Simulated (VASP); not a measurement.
A run of VASP 6.6.1 is set up as follows.

POSCAR

```
Zr3SiO8
1.0
    3.5553125826     -3.5553125826      0.0000000000
    3.5553125826      3.5553125826      0.0000000000
    0.0000000000      0.0000000000      5.0291280170
Si Zr O
1 3 8
Direct
    0.5000000000      0.5000000000      0.0000000000
    0.0000000000      0.0000000000      0.0000000000
    0.0000000000      0.5000000000      0.5000000000
    0.5000000000      0.0000000000      0.5000000000
    0.8050336102      0.1949663898      0.3050709787
    0.1949663898      0.8050336102      0.3050709787
    0.3081348462      0.6918651538      0.8082005604
    0.6918651538      0.3081348462      0.8082005604
    0.8050336102      0.8050336102      0.6949290213
    0.1949663898      0.1949663898      0.6949290213
    0.3081348462      0.3081348462      0.1917994396
    0.6918651538      0.6918651538      0.1917994396
```

The input INCAR.step1:

```
  PREC = Accurate
  ENCUT = 520
  ISMEAR = 0
  SIGMA = 0.02
  LREAL = F
  LASPH = T
  NELM = 80
  NBANDS = 56
  GGA = PE
  ALGO = Normal
  EDIFF = 1E-4
  LWAVE = T
  LCHARG = F
```

INCAR.step2

```
  PREC = Accurate
  ENCUT = 520
  EDIFF = 1E-6
  ISMEAR = 0
  SIGMA = 0.02
  LREAL = F
  LASPH = T
  NELM = 80
  ALGO = Normal
  ISIF = 2
  LWAVE = F
  LCHARG = F
  METAGGA = R2SCAN
  LMIXTAU = T
  NBANDS = 56
  ISTART = 1
```

KPOINTS

```
Automatic mesh
0
Gamma
  6 6 4
```

Potentials or basis: VASP PAW PBE potentials, release 64 (Si, Zr_sv, O).

Launch:

```console
$ cat potpaw_PBE.64/Si/POTCAR potpaw_PBE.64/Zr_sv/POTCAR potpaw_PBE.64/O/POTCAR > POTCAR
$ cp INCAR.step1 INCAR
$ mpirun -np 1 vasp_std > vasp.out
$ cp INCAR.step2 INCAR
$ mpirun -np 1 vasp_std > vasp.out
```

(1) Estimate the band gap on the k mesh.

(2) Predict the largest force.

(3) Estimate the pressure.

Answers

(1) 4.39 eV (least direct gap 4.43 eV).

(2) 0.048 eV/Å.

(3) 0.5 GPa.

Caveat: the PAW data sets were made with another functional, which shifts forces and pressure a little.
